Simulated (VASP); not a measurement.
Here is a VASP 6.6.1 calculation.

INCAR

```
PREC = Accurate
ENCUT = 520
EDIFF = 1E-6
ISMEAR = 0
SIGMA = 0.1
LREAL = False
LASPH = True
NELM = 80
ALGO = Normal
ISIF = 2
LWAVE = False
LCHARG = False
GGA = PE
NBANDS = 21
```

KPOINTS

```
regular mesh
0
Gamma
  4 4 4
```

The input POSCAR:

```
MgBe2S3
1.0
    3.8637092479      0.0000000000      0.0000000000
    0.0000000000      3.8637092479      0.0000000000
    0.0000000000      0.0000000000      8.3812427180
Mg Be S
1 2 3
Direct
    0.0000000000      0.0000000000      0.0000000000
    0.5000000000      0.0000000000      0.5000000000
    0.0000000000      0.5000000000      0.5000000000
    0.5000000000      0.5000000000      0.8705305829
    0.5000000000      0.5000000000      0.1294694171
    0.5000000000      0.5000000000      0.5000000000
```

Potentials or basis: VASP PAW PBE potentials, release 64 (Mg, Be, S).

Command:

```console
$ cat potpaw_PBE.64/Mg/POTCAR potpaw_PBE.64/Be/POTCAR potpaw_PBE.64/S/POTCAR > POTCAR
$ mpirun -np 1 vasp_std > vasp.out
```

Task: Estimate the largest force.

Result: 0.079 eV/Å.

Task: What does it give for the band gap on the k mesh?

Result: Zero (band 12 reaches 4.38 eV, above the bottom of band 13 at 3.17 eV).

Task: What does it give for the pressure?

Result: -0.1 GPa.

Forces on the atoms (eV/Å):
```
Mg   0.000  0.000  0.000
Be   0.000  0.000  0.000
Be   0.000  0.000  0.000
S    0.000  0.000  0.079
S    0.000  0.000 -0.079
S    0.000  0.000  0.000
```

Caveat: the k points lie up to 0.41 Å⁻¹ apart.
